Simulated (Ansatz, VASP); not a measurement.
Cs: VASP beside Ansatz

```xyz
2
Lattice="0.0000 6.1788 6.1788 6.1788 0.0000 6.1788 6.1788 6.1788 0.0000" Properties=species:S:1:pos:R:3 pbc="T T T"
Cs    1.5447    1.5447    1.5447
Cs   10.8128   10.8128   10.8128
```

Alike in both runs: task single point; functional RPBE; k mesh 5 × 5 × 5; occupations fermi-dirac, width 0.1 eV; no spin polarisation.

|  | VASP | Ansatz |
| --- | --- | --- |
| version | VASP 6.6.1 | Ansatz 0.2.0 |
| potentials or method | VASP PAW PBE potentials, release 64 (Cs_sv), cutoff 520 eV | plane waves (420 eV) with PAW, scalar-relativistic |
| valence electrons in the cell | 18 | 18 |

|  | VASP | Ansatz | Ansatz less VASP |
| --- | --- | --- | --- |
| pressure (GPa) | 0.0 | 0.0 | 0.00 |

VASP's potentials were made for PBE, not for RPBE.

Spin-orbit coupling is off throughout.
